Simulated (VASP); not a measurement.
# Ga3N4 (P-43m) in VASP: further runs

Runs on Ga3N4. Level: PBE. Tasks: relaxation of cell and atoms.

All numbers are computed with VASP 6.6.1; they aren't measurements. Logs are shortened: lines on timing, memory, paths and dates and some standing lists are left out, and cuts for length are marked.

### 1 The cell of the first run

Symmetry: P-43m, No. 215, cubic system. The conventional cell has a = 4.735 Å, b = 4.735 Å, c = 4.735 Å, α = 90.00°, β = 90.00°, γ = 90.00°. Ga (site symmetry -42m) has 4 N at 2.16 Å within 2.9 Å. N (site symmetry 3m) has 3 Ga at 2.16 Å and 3 N at 2.89 Å within 2.9 Å.

The cell was generated, and may not be a known phase.

### 2 Relaxation of cell and atoms, PBE

File INCAR:

```
ALGO = Normal ; EDIFF = 1E-6
EDIFFG = -0.04 ; ENCUT = 600
GGA = PE ; IBRION = 2
ISIF = 3 ; ISMEAR = 0
LASPH = T ; LCHARG = F
LREAL = F ; LWAVE = F
NELM = 80 ; NSW = 90
PREC = Accurate ; SIGMA = 0.1
```

File KPOINTS:

```
k-points
0
Gamma
  4 4 4
```

File POSCAR:

```
Ga3N4
1.0
    4.7346961400      0.0000000000      0.0000000000
    0.0000000000      4.7346961400      0.0000000000
    0.0000000000      0.0000000000      4.7346961400
Ga N
3 4
Direct
    0.0000000000      0.0000000000      0.5000000000
    0.5000000000      0.0000000000      0.0000000000
    0.0000000000      0.5000000000      0.0000000000
    0.2842946100      0.7157053900      0.2842946100
    0.7157053900      0.2842946100      0.2842946100
    0.2842946100      0.2842946100      0.7157053900
    0.7157053900      0.7157053900      0.7157053900
```

Potentials or basis: VASP PAW PBE potentials, release 64 (Ga_d, N).

Command:

```console
cat potpaw_PBE.64/Ga_d/POTCAR potpaw_PBE.64/N/POTCAR > POTCAR
mpirun -np 1 vasp_std > vasp.out
```

OUTCAR:

```text
EDIFF = 1E-6
   EDIFFG = -0.04
   ENCUT = 600
   GGA = PE
   IBRION = 2
   ISIF = 3
   ISMEAR = 0
   LASPH = T
   LREAL = F
   NELM = 80
   NSW = 90
   PREC = Accurate

 ion  position               nearest neighbor table
   1  0.000  0.000  0.500-   4 2.16   5 2.16   6 2.16   7 2.16
   2  0.500  0.000  0.000-   4 2.16   5 2.16   6 2.16   7 2.16
   3  0.000  0.500  0.000-   4 2.16   5 2.16   6 2.16   7 2.16
   4  0.284  0.716  0.284-   1 2.16   2 2.16   3 2.16
   5  0.716  0.284  0.284-   1 2.16   2 2.16   3 2.16
   6  0.284  0.284  0.716-   1 2.16   2 2.16   3 2.16
   7  0.716  0.716  0.716-   1 2.16   2 2.16   3 2.16

  LATTYP: Found a simple cubic cell.
 ALAT       =     4.7346961400

  Lattice vectors:

 A1 = (   4.7346961400,   0.0000000000,   0.0000000000)
 A2 = (   0.0000000000,   4.7346961400,   0.0000000000)
 A3 = (   0.0000000000,   0.0000000000,   4.7346961400)

Analysis of symmetry for initial positions (statically):
=====================================================================
 Subroutine PRICEL returns:
 Original cell was already a primitive cell.

 Routine SETGRP: Setting up the symmetry group for a
 simple cubic supercell.

 Subroutine GETGRP returns: Found 24 space group operations
 (whereof 24 operations were pure point group operations)
 out of a pool of 48 trial point group operations.

The static configuration has the point symmetry T_d .

Analysis of symmetry for dynamics (positions and initial velocities):
=====================================================================
 Subroutine PRICEL returns:
 Original cell was already a primitive cell.

 Routine SETGRP: Setting up the symmetry group for a
 simple cubic supercell.

 Subroutine GETGRP returns: Found 24 space group operations
 (whereof 24 operations were pure point group operations)
 out of a pool of 48 trial point group operations.

The dynamic configuration has the point symmetry T_d .

 Subroutine INISYM returns: Found 24 space group operations
 (whereof 24 operations are pure point group operations),
 and found     1 'primitive' translations

----------------------------------------------------------------------------------------

                                     Primitive cell

  volume of cell :     106.1393

  direct lattice vectors                    reciprocal lattice vectors
     4.734696140  0.000000000  0.000000000     0.211206796  0.000000000  0.000000000
     0.000000000  4.734696140  0.000000000     0.000000000  0.211206796  0.000000000
     0.000000000  0.000000000  4.734696140     0.000000000  0.000000000  0.211206796

  length of vectors
     4.734696140  4.734696140  4.734696140     0.211206796  0.211206796  0.211206796

  position of ions in fractional coordinates (direct lattice)
     0.000000000  0.000000000  0.500000000
     0.500000000  0.000000000  0.000000000
     0.000000000  0.500000000  0.000000000
     0.284294610  0.715705390  0.284294610
     0.715705390  0.284294610  0.284294610
     0.284294610  0.284294610  0.715705390
     0.715705390  0.715705390  0.715705390

  ion indices of the primitive-cell ions
   primitive index   ion index
                 1           1
                 2           2
                 3           3
                 4           4
                 5           5
                 6           6
                 7           7

----------------------------------------------------------------------------------------

 KPOINTS: k-points

Automatic generation of k-mesh.
 Grid dimensions read from file:
 generate k-points for:    4    4    4

 Generating k-lattice:

  Cartesian coordinates                     Fractional coordinates (reciprocal lattice)
     0.052801699  0.000000000  0.000000000     0.250000000  0.000000000  0.000000000
     0.000000000  0.052801699  0.000000000     0.000000000  0.250000000  0.000000000
     0.000000000  0.000000000  0.052801699     0.000000000  0.000000000  0.250000000

  Length of vectors
     0.052801699  0.052801699  0.052801699

  Shift w.r.t. Gamma in fractional coordinates (k-lattice)
     0.000000000  0.000000000  0.000000000

 Subroutine IBZKPT returns following result:
 ===========================================

 Found     10 irreducible k-points:

 Following reciprocal coordinates:
            Coordinates               Weight
  0.000000  0.000000  0.000000      1.000000
  0.250000  0.000000  0.000000      6.000000
  0.500000  0.000000  0.000000      3.000000
  0.250000  0.250000  0.000000     12.000000
  0.500000  0.250000  0.000000     12.000000
  0.500000  0.500000  0.000000      3.000000
  0.250000  0.250000  0.250000      8.000000
  0.500000  0.250000  0.250000     12.000000
  0.500000  0.500000  0.250000      6.000000
  0.500000  0.500000  0.500000      1.000000
   k-points           NKPTS =     10   k-points in BZ     NKDIM =     10   number of bands    NBANDS=     35
   number of dos      NEDOS =    301   number of ions     NIONS =      7
   total plane-waves  NPLWV =  64000
   dimension x,y,z NGX =    40 NGY =   40 NGZ =   40
   dimension x,y,z NGXF=    80 NGYF=   80 NGZF=   80
   ions per type =               3   4
   NGX,Y,Z   is equivalent  to a cutoff of  14.04, 14.04, 14.04 a.u.
   NGXF,Y,Z  is equivalent  to a cutoff of  28.09, 28.09, 28.09 a.u.
 SYSTEM =  unknown system
   PREC   = accura    normal or accurate (medium, high low for compatibility)
   ISTART =      0    job   : 0-new  1-cont  2-samecut
   ICHARG =      2    charge: 1-file 2-atom 10-const
   ISPIN  =      1    spin polarized calculation?
   LNONCOLLINEAR =      F non collinear calculations
   LSORBIT =      F    spin-orbit coupling
   LASPH  =      T    aspherical Exc in radial PAW
   ENCUT  =  600.0 eV  44.10 Ry    6.64 a.u.   9.46  9.46  9.46*2*pi/ulx,y,z
   NELM   =     80;   NELMIN=  2; NELMDL= -5     # of ELM steps
   EDIFF  = 0.1E-05   stopping-criterion for ELM
   LREAL  =      F    real-space projection
   EDIFFG = -.4E-01   stopping-criterion for IOM
   NSW    =     90    number of steps for IOM
   IBRION =      2    ionic relax: 0-MD 1-quasi-New 2-CG
   NFREE  =      1    steps in history (QN), initial steepest desc. (CG)
   ISIF   =      3    stress and relaxation
   ISYM   =      2    0-nonsym 1-usesym 2-fastsym
   POTIM  = 0.5000    time-step for ionic-motion
   TEBEG  =    0.0;   TEEND  =   0.0 temperature during run
   PSTRESS=    0.0 pullay stress
   NELECT =      59.0000    total number of electrons
   NUPDOWN=      -1.0000    fix difference up-down
   EMIN   =  10.00;   EMAX   =-10.00  energy-range for DOS
   EFERMI =   0.00;   METHOD = LEGACY
   ISMEAR =     0;   SIGMA  =   0.10  broadening in eV -4-tet -1-fermi 0-gaus
   EFERMI_NEDOS =   21; number of points for ismear=-14 and -15
   IALGO  =     38    algorithm
   IMIX   =      4    mixing-type and parameters
     AMIX     =   0.40;   BMIX     =  1.00
     AMIX_MAG =   1.60;   BMIX_MAG =  1.00
  volume/ion in A,a.u.               =      15.16       102.32
  Fermi-wavevector in a.u.,A,eV,Ry     =   1.346067  2.543698 24.652352  1.811897
  Thomas-Fermi vector in A             =   2.473929
   LORBIT       =      0    0 simple, 1 ext, 2 COOP (PROOUT), +10 PAW based schemes
   GGA     = PE    functional components
   LHFCALC =     F    Hartree Fock is set to
   AEXX    =    0.0000 exact exchange contribution
   IVDW    =     0    specifies the selected vdW correction
   LEPSILON=     F    determine dielectric tensor
   LRPA    =     F    only Hartree local field effects (RPA)
 conjugate gradient relaxation of ions
 non-spin polarized calculation
 Gauss-broadening in eV      SIGMA  =   0.10
  energy-cutoff  :      600.00
  volume of cell :      106.14
 maximum number of plane-waves:      3575
 NGX is ok and might be reduce to    40
   NGX = 19   NGY = 19   NGZ = 19

--------------------------------------- Ionic step        1  -------------------------------------------

 number of electron      59.0000008 magnetization

 Free energy of the ion-electron system (eV)
  ---------------------------------------------------
  ext. energy  EPLUGINS =         0.00000000
  ---------------------------------------------------
  free energy    TOTEN  =       -34.74186979 eV

  energy without entropy =      -34.69986505  energy(sigma->0) =      -34.72086742

 E-fermi :   1.8356     XC(G=0): -10.1394

 val. band max:        1.8328555853   @ k =   0.5000   0.5000   0.2500
 cond. band min:       1.8821719524   @ k =   0.5000   0.2500   0.0000
 fundamental gap:      0.0493163671
 Fermi energy:         1.8356336001

 k-point     1 :       0.0000    0.0000    0.0000
  band No.  band energies     occupation
      1     -12.0803      2.00000
      2     -12.0803      2.00000
      3     -12.0803      2.00000
      4     -12.0288      2.00000
      5     -11.6148      2.00000
      6     -11.5917      2.00000
[... 485 lines left out ...]
  FREE ENERGIE OF THE ION-ELECTRON SYSTEM (eV)
  ---------------------------------------------------
  free  energy   TOTEN  =       -37.4777483938 eV

  energy  without entropy=      -37.4312068313  energy(sigma->0) =      -37.45447761

 E-fermi :   2.1016     XC(G=0):  -9.8628

 val. band max:        2.0701846799   @ k =   0.5000   0.2500   0.2500
 cond. band min:       2.1064410685   @ k =   0.2500   0.2500   0.0000
 fundamental gap:      0.0362563886
 Fermi energy:         2.1015877481

 k-point     1 :       0.0000    0.0000    0.0000
  band No.  band energies     occupation
      1     -12.9144      2.00000
      2     -12.3652      2.00000
      3     -12.3652      2.00000
      4     -12.3652      2.00000
      5     -11.3576      2.00000
      6     -11.3576      2.00000
[... 369 lines left out ...]
     34       6.5845      0.00000
     35      10.8712      0.00000

[... ionic steps 4 to 7 ...]

--------------------------------------- Ionic step        8  -------------------------------------------

 number of electron      59.0000014 magnetization

------------------------ aborting loop because EDIFF is reached ----------------------------------------

  FORCE on cell =-STRESS in cart. coord.  units (eV):
  Direction    XX          YY          ZZ          XY          YZ          ZX
  --------------------------------------------------------------------------------------
  -------------------------------------------------------------------------------------
  Total       -0.0034296     -0.0034296     -0.0034296     -0.0000000      0.0000000     -0.0000000
  in kB       -0.0574506     -0.0574506     -0.0574506     -0.0000000      0.0000000     -0.0000000
  external PRESSURE =      -0.0574506 kB  Pullay stress =       0.0000000 kB
[... 67 lines left out ...]
  energy  without entropy=      -38.6195856938  energy(sigma->0) =      -38.64400816

--------------------------------------- Ionic step       10  -------------------------------------------

 number of electron      59.0000014 magnetization

 Free energy of the ion-electron system (eV)
  ---------------------------------------------------
  ext. energy  EPLUGINS =         0.00000000
  ---------------------------------------------------
  free energy    TOTEN  =       -38.66925196 eV

  energy without entropy =      -38.62070106  energy(sigma->0) =      -38.64497651

 E-fermi :   2.7569     XC(G=0): -10.3205

 val. band max:        2.7560169922   @ k =   0.2500   0.2500   0.0000
 cond. band min:       2.7647535819   @ k =   0.5000   0.0000   0.0000
 fundamental gap:      0.0087365897
 Fermi energy:         2.7569033661

 k-point     1 :       0.0000    0.0000    0.0000
  band No.  band energies     occupation
      1     -12.7261      2.00000
      2     -11.8887      2.00000
      3     -11.8887      2.00000
      4     -11.8887      2.00000
      5     -10.6169      2.00000
      6     -10.6169      2.00000
[... 403 lines left out ...]
  FREE ENERGIE OF THE ION-ELECTRON SYSTEM (eV)
  ---------------------------------------------------
  free  energy   TOTEN  =       -38.6692519593 eV

  energy  without entropy=      -38.6207010618  energy(sigma->0) =      -38.64497651

 reached required accuracy - stopping structural energy minimisation
```

It took 8.9 min on 1 thread of Intel Xeon 8259CL, shared host; peak memory 0.27 GiB.

Results:

```yaml
Free_energy: -38.6693 eV
Relaxed_volume: 13.63 Å³/atom
Relaxed_cell: a = 4.570 Å, b = 4.570 Å, c = 4.570 Å, α = 90.00°, β = 90.00°, γ = 90.00°
Space_group_after_relaxing_to_0.1_Å: P-43m (No. 215)
Energy_gained_by_relaxing: 561.1 meV/atom
Ionic_steps: 10
Pressure_after_relaxing: 0.0 GPa
Largest_force_after_relaxing: 0.032 eV/Å
Band_gap_on_the_k_mesh: zero (an odd number of electrons rules out a gap without spin polarisation)
```

Forces on the atoms (eV/Å):
```
Ga   0.000  0.000  0.000
Ga   0.000  0.000  0.000
Ga   0.000  0.000  0.000
N    0.018 -0.018  0.018
N   -0.018  0.018  0.018
N    0.018  0.018 -0.018
N   -0.018 -0.018 -0.018
```

Step by step:
```csv
step,energy change (eV),largest force (eV/Å),pressure (GPa),volume (Å³)
1,0.0000,2.7833,-20.85,106.14
2,-2.6181,1.0137,14.50,78.63
3,-2.7359,1.5139,4.95,82.29
4,-3.2400,1.0767,5.71,84.46
5,-3.8057,0.0869,7.16,89.33
6,-3.8214,0.3403,7.50,90.37
7,-3.6761,0.2816,-8.72,104.47
8,-3.9265,0.0577,-0.01,95.64
9,-3.9266,0.0631,0.10,95.54
10,-3.9274,0.0315,0.01,95.42
```

Final structure:
```yaml
crystal:
  lattice:
    - [4.56962, 0.00000, 0.00000]
    - [0.00000, 4.56962, 0.00000]
    - [0.00000, 0.00000, 4.56962]
  atoms:
    - { symbol: Ga, position: [0.00000, 0.00000, 0.50000] }
    - { symbol: Ga, position: [0.50000, 0.00000, 0.00000] }
    - { symbol: Ga, position: [0.00000, 0.50000, 0.00000] }
    - { symbol: N, position: [0.22972, 0.77028, 0.22972] }
    - { symbol: N, position: [0.77028, 0.22972, 0.22972] }
    - { symbol: N, position: [0.22972, 0.22972, 0.77028] }
    - { symbol: N, position: [0.77028, 0.77028, 0.77028] }
```

[end of part 1 of 2]
